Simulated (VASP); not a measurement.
# Lu (Fm-3m) in VASP: notebook

Lu is run at these levels: revPBE; tasks: single point.

Everything below comes from runs of VASP 6.6.1. Logs are shortened: lines on timing, memory, paths and dates and some standing lists are left out, and cuts for length are marked.

**1. The cell of the first run**

Symmetry: Fm-3m, No. 225, cubic system. Conventional cell: a = 4.942 Å, b = 4.942 Å, c = 4.942 Å, α = 90.00°, β = 90.00°, γ = 90.00°. Within 4.6 Å of Lu (site symmetry m-3m) lie 12 Lu at 3.49 Å.

**2. Single point, revPBE**

Contents of INCAR:

```
  ALGO = Normal
  EDIFF = 1E-6
  ENCUT = 520
  GGA = RE
  ISIF = 2
  ISMEAR = -1
  LASPH = True
  LCHARG = True
  LELF = True
  LREAL = False
  LVHAR = True
  LWAVE = False
  NBANDS = 18
  NELM = 100
  PREC = Accurate
  SIGMA = 0.1
```

Contents of KPOINTS:

```
k-points
0
Gamma
  11 11 11
```

Contents of POSCAR:

```
Lu
1.0
    0.0000000000      2.4712062923      2.4712062923
    2.4712062923      0.0000000000      2.4712062923
    2.4712062923      2.4712062923      0.0000000000
Lu
1
Direct
    0.0000000000      0.0000000000      0.0000000000
```

Potentials or basis: VASP PAW PBE potentials, release 64 (Lu).

Started as:

```bash
$ cat potpaw_PBE.64/Lu/POTCAR > POTCAR
$ mpirun -np 1 vasp_std > vasp.out
```

OUTCAR:

```text
EDIFF = 1E-6
   ENCUT = 520
   GGA = RE
   ISIF = 2
   ISMEAR = -1
   LASPH = True
   LREAL = False
   NELM = 100
   PREC = Accurate

 ion  position               nearest neighbor table
   1  0.000  0.000  0.000-

  LATTYP: Found a face centered cubic cell.
 ALAT       =     4.9424125846

  Lattice vectors:

 A1 = (   0.0000000000,   2.4712062923,   2.4712062923)
 A2 = (   2.4712062923,   0.0000000000,   2.4712062923)
 A3 = (   2.4712062923,   2.4712062923,   0.0000000000)

Analysis of symmetry for initial positions (statically):
=====================================================================
 Subroutine PRICEL returns:
 Original cell was already a primitive cell.

 Routine SETGRP: Setting up the symmetry group for a
 face centered cubic supercell.

 Subroutine GETGRP returns: Found 48 space group operations
 (whereof 48 operations were pure point group operations)
 out of a pool of 48 trial point group operations.

The static configuration has the point symmetry O_h .

Analysis of symmetry for dynamics (positions and initial velocities):
=====================================================================
 Subroutine PRICEL returns:
 Original cell was already a primitive cell.

 Routine SETGRP: Setting up the symmetry group for a
 face centered cubic supercell.

 Subroutine GETGRP returns: Found 48 space group operations
 (whereof 48 operations were pure point group operations)
 out of a pool of 48 trial point group operations.

The dynamic configuration has the point symmetry O_h .

 Subroutine INISYM returns: Found 48 space group operations
 (whereof 48 operations are pure point group operations),
 and found     1 'primitive' translations

----------------------------------------------------------------------------------------

                                     Primitive cell

  volume of cell :      30.1826

  direct lattice vectors                    reciprocal lattice vectors
     0.000000000  2.471206292  2.471206292    -0.202330336  0.202330336  0.202330336
     2.471206292  0.000000000  2.471206292     0.202330336 -0.202330336  0.202330336
     2.471206292  2.471206292  0.000000000     0.202330336  0.202330336 -0.202330336

  length of vectors
     3.494813454  3.494813454  3.494813454     0.350446422  0.350446422  0.350446422

  position of ions in fractional coordinates (direct lattice)
     0.000000000  0.000000000  0.000000000

  ion indices of the primitive-cell ions
   primitive index   ion index
                 1           1

----------------------------------------------------------------------------------------

 KPOINTS: k-points

Automatic generation of k-mesh.
 Grid dimensions read from file:
 generate k-points for:   11   11   11

 Generating k-lattice:

  Cartesian coordinates                     Fractional coordinates (reciprocal lattice)
    -0.018393667  0.018393667  0.018393667     0.090909091  0.000000000  0.000000000
     0.018393667 -0.018393667  0.018393667     0.000000000  0.090909091  0.000000000
     0.018393667  0.018393667 -0.018393667     0.000000000  0.000000000  0.090909091

  Length of vectors
     0.031858766  0.031858766  0.031858766

  Shift w.r.t. Gamma in fractional coordinates (k-lattice)
     0.000000000  0.000000000  0.000000000

 Subroutine IBZKPT returns following result:
 ===========================================

 Found     56 irreducible k-points:

 Following reciprocal coordinates:
            Coordinates               Weight
  0.000000  0.000000  0.000000      1.000000
  0.090909  0.000000  0.000000      8.000000
  0.181818  0.000000  0.000000      8.000000
  0.272727  0.000000  0.000000      8.000000
  0.363636  0.000000  0.000000      8.000000
  0.454545  0.000000  0.000000      8.000000
[... 16 lines left out ...]
 -0.272727  0.181818  0.000000     24.000000
 -0.181818  0.181818  0.000000     12.000000
 [... further k-points ...]
   k-points           NKPTS =     56   k-points in BZ     NKDIM =     56   number of bands    NBANDS=     18
   number of dos      NEDOS =    301   number of ions     NIONS =      1
   total plane-waves  NPLWV =  21952
   dimension x,y,z NGX =    28 NGY =   28 NGZ =   28
   dimension x,y,z NGXF=    56 NGYF=   56 NGZF=   56
   ions per type =               1
   NGX,Y,Z   is equivalent  to a cutoff of  13.32, 13.32, 13.32 a.u.
   NGXF,Y,Z  is equivalent  to a cutoff of  26.64, 26.64, 26.64 a.u.
 SYSTEM =  unknown system
   PREC   = accura    normal or accurate (medium, high low for compatibility)
   ISTART =      0    job   : 0-new  1-cont  2-samecut
   ICHARG =      2    charge: 1-file 2-atom 10-const
   ISPIN  =      1    spin polarized calculation?
   LNONCOLLINEAR =      F non collinear calculations
   LSORBIT =      F    spin-orbit coupling
   LASPH  =      T    aspherical Exc in radial PAW
   ENCUT  =  520.0 eV  38.22 Ry    6.18 a.u.   6.50  6.50  6.50*2*pi/ulx,y,z
   NELM   =    100;   NELMIN=  2; NELMDL= -5     # of ELM steps
   EDIFF  = 0.1E-05   stopping-criterion for ELM
   LREAL  =      F    real-space projection
   EDIFFG = 0.1E-04   stopping-criterion for IOM
   NSW    =      0    number of steps for IOM
   IBRION =     -1    ionic relax: 0-MD 1-quasi-New 2-CG
   NFREE  =      0    steps in history (QN), initial steepest desc. (CG)
   ISIF   =      2    stress and relaxation
   ISYM   =      2    0-nonsym 1-usesym 2-fastsym
   POTIM  = 0.5000    time-step for ionic-motion
   TEBEG  =    0.0;   TEEND  =   0.0 temperature during run
   PSTRESS=    0.0 pullay stress
   NELECT =      25.0000    total number of electrons
   NUPDOWN=      -1.0000    fix difference up-down
   EMIN   =  10.00;   EMAX   =-10.00  energy-range for DOS
   EFERMI =   0.00;   METHOD = LEGACY
   ISMEAR =    -1;   SIGMA  =   0.10  broadening in eV -4-tet -1-fermi 0-gaus
   EFERMI_NEDOS =   21; number of points for ismear=-14 and -15
   IALGO  =     38    algorithm
   IMIX   =      4    mixing-type and parameters
     AMIX     =   0.40;   BMIX     =  1.00
     AMIX_MAG =   1.60;   BMIX_MAG =  1.00
  volume/ion in A,a.u.               =      30.18       203.68
  Fermi-wavevector in a.u.,A,eV,Ry     =   1.537455  2.905369 32.161027  2.363769
  Thomas-Fermi vector in A             =   2.643962
   LORBIT       =      0    0 simple, 1 ext, 2 COOP (PROOUT), +10 PAW based schemes
   GGA     = RE    functional components
   LHFCALC =     F    Hartree Fock is set to
   AEXX    =    0.0000 exact exchange contribution
   IVDW    =     0    specifies the selected vdW correction
   LEPSILON=     F    determine dielectric tensor
   LRPA    =     F    only Hartree local field effects (RPA)
 non-spin polarized calculation
  energy-cutoff  :      520.00
  volume of cell :       30.18
 maximum number of plane-waves:       869
 NGX is ok and might be reduce to    28
   NGX = 13   NGY = 13   NGZ = 13

 number of electron      24.9999996 magnetization

 Free energy of the ion-electron system (eV)
  ---------------------------------------------------
  ext. energy  EPLUGINS =         0.00000000
  ---------------------------------------------------
  free energy    TOTEN  =        -4.22512188 eV

  energy without entropy =       -4.17151122  energy(sigma->0) =       -4.19831655

 E-fermi :   2.2184     XC(G=0): -10.3830

 val. band max:        2.1871160075   @ k =  -0.2727   0.4545   0.1818
 cond. band min:       2.2499324513   @ k =  -0.3636   0.1818   0.0000
 fundamental gap:      0.0628164437
 Fermi energy:         2.2184217049

 k-point     1 :       0.0000    0.0000    0.0000
  band No.  band energies     occupation
      1     -54.1255      2.00000
      2     -24.5619      2.00000
      3     -24.5619      2.00000
      4     -24.5619      2.00000
      5      -3.7594      2.00000
      6      -2.8683      2.00000
[... 10 lines left out ...]
     17       6.7475      0.00000
     18      12.2949      0.00000

 k-point     2 :       0.0909    0.0000    0.0000
  band No.  band energies     occupation
      1     -54.1235      2.00000
      2     -24.5977      2.00000
      3     -24.5666      2.00000
      4     -24.5666      2.00000
      5      -3.5404      2.00000
      6      -2.8641      2.00000
[... 10 lines left out ...]
     17       6.6295      0.00000
     18      12.7972      0.00000

 k-point     3 :       0.1818    0.0000    0.0000
  band No.  band energies     occupation
      1     -54.1183      2.00000
      2     -24.6926      2.00000
      3     -24.5792      2.00000
      4     -24.5792      2.00000
      5      -2.9199      2.00000
      6      -2.8540      2.00000
[... 10 lines left out ...]
     17       6.5088      0.00000
     18      12.8832      0.00000

 k-point     4 :       0.2727    0.0000    0.0000
  band No.  band energies     occupation
      1     -54.1114      2.00000
      2     -24.8141      2.00000
      3     -24.5958      2.00000
      4     -24.5958      2.00000
      5      -2.8492      2.00000
      6      -2.8192      2.00000
[... 10 lines left out ...]
     17       6.8601      0.00000
     18      11.7166      0.00000

 k-point     5 :       0.3636    0.0000    0.0000
  band No.  band energies     occupation
      1     -54.1051      2.00000
      2     -24.9231      2.00000
      3     -24.6109      2.00000
      4     -24.6109      2.00000
      5      -2.8525      2.00000
      6      -2.8177      2.00000
[... 10 lines left out ...]
     17       7.6317      0.00000
     18      10.7700      0.00000

 k-point     6 :       0.4545    0.0000    0.0000
  band No.  band energies     occupation
      1     -54.1014      2.00000
      2     -24.9868      2.00000
      3     -24.6198      2.00000
      4     -24.6198      2.00000
      5      -2.8557      2.00000
      6      -2.8266      2.00000
[... 307 lines left out ...]
 k-point    21 :      -0.4545    0.1818    0.0000
  band No.  band energies     occupation
      1     -54.0979      2.00000
      2     -24.9525      2.00000
      3     -24.7062      2.00000
      4     -24.6461      2.00000
      5      -2.8396      2.00000
      6      -2.8311      2.00000
[... 10 lines left out ...]
     17       8.4512      0.00000
     18       9.6073      0.00000

 k-point    22 :      -0.3636    0.1818    0.0000
  band No.  band energies     occupation
      1     -54.0991      2.00000
      2     -24.9319      2.00000
      3     -24.7151      2.00000
      4     -24.6311      2.00000
      5      -2.8397      2.00000
      6      -2.8314      2.00000
[... 10 lines left out ...]
     17       8.7855      0.00000
     18      10.2371      0.00000

 k-point    23 :      -0.2727    0.1818    0.0000
  band No.  band energies     occupation
      1     -54.1033      2.00000
      2     -24.8742      2.00000
      3     -24.7015      2.00000
      4     -24.6109      2.00000
      5      -2.8364      2.00000
      6      -2.8249      2.00000
[... 10 lines left out ...]
     17       8.6941      0.00000
     18      11.3292      0.00000

 k-point    24 :      -0.1818    0.1818    0.0000
  band No.  band energies     occupation
      1     -54.1091      2.00000
      2     -24.8029      2.00000
      3     -24.6631      2.00000
      4     -24.5918      2.00000
      5      -2.8340      2.00000
      6      -2.8305      2.00000
[... 10 lines left out ...]
     17       7.8717      0.00000
     18      12.6154      0.00000

 [... further k-points ...]
[... 5 lines left out ...]
  --------------------------------------------------------------------------------------
  -------------------------------------------------------------------------------------
  Total        0.0296834      0.0296834      0.0296834     -0.0000000      0.0000000     -0.0000000
  in kB        1.5756795      1.5756795      1.5756795     -0.0000000      0.0000000     -0.0000000
  external PRESSURE =       1.5756795 kB  Pullay stress =       0.0000000 kB

 VOLUME and BASIS-vectors are now :
 -----------------------------------------------------------------------------
  energy-cutoff  :      520.00
  volume of cell :       30.18
      direct lattice vectors                 reciprocal lattice vectors
     0.000000000  2.471206292  2.471206292    -0.202330336  0.202330336  0.202330336
     2.471206292  0.000000000  2.471206292     0.202330336 -0.202330336  0.202330336
     2.471206292  2.471206292  0.000000000     0.202330336  0.202330336 -0.202330336

 POSITION                                       TOTAL-FORCE (eV/Angst)
 -----------------------------------------------------------------------------------
      0.00000      0.00000      0.00000        -0.000000      0.000000      0.000000
 -----------------------------------------------------------------------------------
    total drift:                               -0.000000     -0.000000     -0.000000

  FREE ENERGIE OF THE ION-ELECTRON SYSTEM (eV)
  ---------------------------------------------------
  free  energy   TOTEN  =        -4.2251218809 eV

  energy  without entropy=       -4.1715112214  energy(sigma->0) =       -4.19831655
```

It took 14 s on 1 thread of Intel Xeon 6975P-C (Granite Rapids), shared host; peak memory 0.18 GiB.

Results:

| Quantity | Value |
| --- | --- |
| Free energy | -4.2251 eV |
| Pressure | 0.2 GPa |

Levels at points of the mesh, in eV from the Fermi level:
| k point | band 8 | band 9 | band 10 | band 11 | band 12 | band 13 | band 14 | band 15 | band 16 | band 17 |
| --- | --- | --- | --- | --- | --- | --- | --- | --- | --- | --- |
| (0.00, 0.00, 0.00) | -5.04 | -5.04 | -4.97 | -4.97 | -4.97 | 2.24 | 2.24 | 2.24 | 4.53 | 4.53 |

Caveat: the PAW data sets were made with another functional, which shifts forces and pressure a little; spin-orbit coupling is left out, which moves the levels of the heavy elements.

**3. Single point, revPBE (volume scaled by 0.88)**

Contents of INCAR:

```
SYSTEM = Lu
ALGO = Normal ; EDIFF = 1E-6
ENCUT = 520 ; GGA = RE
ISIF = 2 ; ISMEAR = -1
LASPH = .True. ; LCHARG = .True.
LELF = .True. ; LREAL = .False.
LVHAR = .True. ; LWAVE = .False.
NBANDS = 18 ; NELM = 60
PREC = Accurate ; SIGMA = 0.1
```

Contents of KPOINTS:

```
k-points
0
Gamma
  12 12 12
  0 0 0
```

Contents of POSCAR:

```
Lu
1.0
    0.0000000000      2.3681173800      2.3681173800
    2.3681173800      0.0000000000      2.3681173800
    2.3681173800      2.3681173800      0.0000000000
Lu
1
Direct
    0.0000000000      0.0000000000      0.0000000000
```

Potentials or basis: VASP PAW PBE potentials, release 64 (Lu).

Started as:

```bash
$ cat potpaw_PBE.64/Lu/POTCAR > POTCAR
$ mpirun -np 1 vasp_std > vasp.out
```

It took 18 s on 1 thread of Intel Xeon 6975P-C (Granite Rapids), shared host; peak memory 0.19 GiB.

It converged, with:

- Free energy: -4.1555 eV
- Pressure: 6.4 GPa

Levels at points of the mesh, in eV from the Fermi level:
```csv
k point,band 10,band 11,band 12,band 13,band 14,band 15
"(0.00, 0.00, 0.00)",-4.73,-4.73,-4.73,2.37,2.37,2.37
"(0.50, 0.00, 0.00)",-4.76,-4.73,-2.73,0.56,2.12,2.12
"(0.50, 0.50, 0.00)",-4.77,-4.76,-2.27,-1.01,2.32,7.02
```

Caveat: the PAW data sets were made with another functional, which shifts forces and pressure a little; spin-orbit coupling is left out, which moves the levels of the heavy elements.

**4. Single point, revPBE (volume scaled by 0.92)**

Contents of INCAR:

```
PREC = Accurate ; ENCUT = 520
EDIFF = 1E-7 ; ISMEAR = -1
SIGMA = 0.1 ; LREAL = F
LASPH = T ; NELM = 100
ALGO = Normal ; ISIF = 2
LWAVE = F ; LCHARG = F
GGA = RE ; NBANDS = 18
```

Contents of KPOINTS:

```
regular mesh
0
Gamma
  12 12 12
```

Contents of POSCAR:

```
Lu
1.0
    0.0000000000      2.4034676272      2.4034676272
    2.4034676272      0.0000000000      2.4034676272
    2.4034676272      2.4034676272      0.0000000000
Lu
1
Direct
    0.0000000000      0.0000000000      0.0000000000
```

Started as:

```bash
$ cat potpaw_PBE.64/Lu/POTCAR > POTCAR
$ mpirun -np 1 vasp_std > vasp.out
```

Wall time 19 s (1 thread of Intel Xeon 6975P-C (Granite Rapids), shared host); peak memory 0.19 GiB.

The run converged. Its results:

```yaml
Free_energy: -4.1947 eV
Pressure: 3.9 GPa
```

Levels at points of the mesh, in eV from the Fermi level:
```tsv
k point	band 9	band 10	band 11	band 12	band 13	band 14	band 15	band 16
(0.00, 0.00, 0.00)	-4.90	-4.81	-4.81	-4.81	2.32	2.32	2.32	4.85
(0.50, 0.00, 0.00)	-4.83	-4.83	-4.81	-2.66	0.41	2.09	2.09	6.71
(0.50, 0.50, 0.00)	-4.85	-4.85	-4.84	-2.15	-0.91	2.09	6.73	7.26
```

Caveat: the PAW data sets were made with another functional, which shifts forces and pressure a little; spin-orbit coupling is left out, which moves the levels of the heavy elements.

**5. Single point, revPBE (volume scaled by 0.96)**

Contents of INCAR:

```
  PREC = Accurate
  ENCUT = 520
  EDIFF = 1E-6
  ISMEAR = -1
  SIGMA = 0.1
  LREAL = F
  LASPH = T
  NELM = 100
  ALGO = Normal
  ISIF = 2
  LWAVE = F
  LCHARG = T
  GGA = RE
  LELF = T
  LVHAR = T
  NBANDS = 18
```

Contents of KPOINTS:

```
Automatic mesh
0
Gamma
  12 12 12
```

Contents of POSCAR:

```
Lu
1.0
    0.0000000000      2.4378075185      2.4378075185
    2.4378075185      0.0000000000      2.4378075185
    2.4378075185      2.4378075185      0.0000000000
Lu
1
Direct
    0.0000000000      0.0000000000      0.0000000000
```

Started as:

```bash
$ cat potpaw_PBE.64/Lu/POTCAR > POTCAR
$ mpirun -np 1 vasp_std > vasp.out
```

Wall time 18 s (1 thread of Intel Xeon 6975P-C (Granite Rapids), shared host); peak memory 0.19 GiB.

Results (log left out):

- Free energy: -4.2168 eV
- Pressure: 1.9 GPa

Levels at points of the mesh, in eV from the Fermi level:
```
           k point  band 10  band 11  band 12  band 13  band 14  band 15
(0.00, 0.00, 0.00)    -4.89    -4.89    -4.89     2.28     2.28     2.28
(0.50, 0.00, 0.00)    -4.91    -4.89    -2.59     0.29     2.07     2.07
(0.50, 0.50, 0.00)    -4.92    -4.92    -2.03    -0.81     1.90     6.47
```

Caveat: the PAW data sets were made with another functional, which shifts forces and pressure a little; spin-orbit coupling is left out, which moves the levels of the heavy elements.

**6. Summary**

```tsv
cell	k mesh	gap on the mesh (eV)	pressure (GPa)
a = 3.495 Å, angles 60.0°, 1 atom	11 × 11 × 11	none	0.2
a = 3.349 Å, angles 60.0°, 1 atom	12 × 12 × 12	none	6.4
a = 3.399 Å, angles 60.0°, 1 atom	12 × 12 × 12	none	3.9
a = 3.448 Å, angles 60.0°, 1 atom	12 × 12 × 12	none	1.9
```

Alike in all rows: task single point; level revPBE; potentials or basis VASP PAW PBE potentials, release 64 (Lu); no spin polarisation; cutoff (eV) 520; smearing fermi-dirac 0.1 eV.

Caveats: the PAW data sets were made with another functional, which shifts forces and pressure a little; spin-orbit coupling is left out, which moves the levels of the heavy elements.

Absolute energies hang on the potentials; compare differences alone.
